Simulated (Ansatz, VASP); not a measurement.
Given: the input of a run of VASP 6.6.1 on MnO.

INCAR

```
SYSTEM = MnO
PREC = Accurate ; ENCUT = 520
EDIFF = 1E-7 ; ISMEAR = 0
SIGMA = 0.011 ; LREAL = .False.
LASPH = .True. ; NELM = 150
ALGO = Normal ; ISIF = 2
LWAVE = .False. ; LCHARG = .False.
ISPIN = 2 ; MAGMOM = 4 0
LORBIT = 11 ; LMAXMIX = 4
GGA = PE ; NBANDS = 20
```

File KPOINTS:

```
regular mesh
0
Gamma
  10 10 10
  0 0 0
```

The input POSCAR:

```
MnO
1.0
    0.0000000000      2.2239077028      2.2239077028
    2.2239077028      0.0000000000      2.2239077028
    2.2239077028      2.2239077028      0.0000000000
Mn O
1 1
Direct
    0.0000000000      0.0000000000      0.0000000000
    0.5000000000      0.5000000000      0.5000000000
```

Potentials or basis: VASP PAW PBE potentials, release 64 (Mn_pv, O).

The run is started by

```sh
$ cat potpaw_PBE.64/Mn_pv/POTCAR potpaw_PBE.64/O/POTCAR > POTCAR
$ mpirun -np 1 vasp_std > vasp.out
```

Question: Translate it to Ansatz 0.2.0. Potentials there: all-electron LAPW, scalar-relativistic.

Answer: As run (the cutoff follows the program's own potentials):

The input input.yaml:

```yaml
crystal:
  lattice:
    - [0.0, 2.2239077028, 2.2239077028]
    - [2.2239077028, 0.0, 2.2239077028]
    - [2.2239077028, 2.2239077028, 0.0]
  atoms:
    - { symbol: Mn, position: [0.0, 0.0, 0.0], spin: 4.0 }
    - { symbol: O, position: [0.5, 0.5, 0.5] }
kpoints:
  mp_grid: { grid: [10, 10, 10] }
scf:
  occupations: { method: gaussian, width: 0.011 }
hamiltonian:
  xc: pbe
  pseudopotentials: { kind: all_electron, lapw: { basis_error: 0.001 } }
magnetization:
  spin_polarized: true
output:
  forces: true
  stress: true
  eigenvalues: true
```

Potentials or basis: all-electron LAPW, scalar-relativistic.

Launch:

```bash
$ ansatz run input.yaml --threads 2 --pin off --max-ram 6144MiB --backend cpu --events-out ev --progress --plain --runs-dir out
```

Both were run:

|  | VASP | Ansatz | Ansatz less VASP |
| --- | --- | --- | --- |
| gap on the k mesh at the Fermi level (eV) | none | none | - |
| pressure (GPa) | 0.4 | 0.2 | -0.16 |
| net moment per atom (μB) | 2.40 | 2.40 | 0.000 |
| size of the moment on the site where the two differ most (μB) | 0.21 | 0.24 | +0.031 |

Site moments also hang on the region over which each program counts them. A gap of «none» marks a metal or a gap that the smearing closes. Ansatz ran all-electron here, and VASP with PAW potentials.
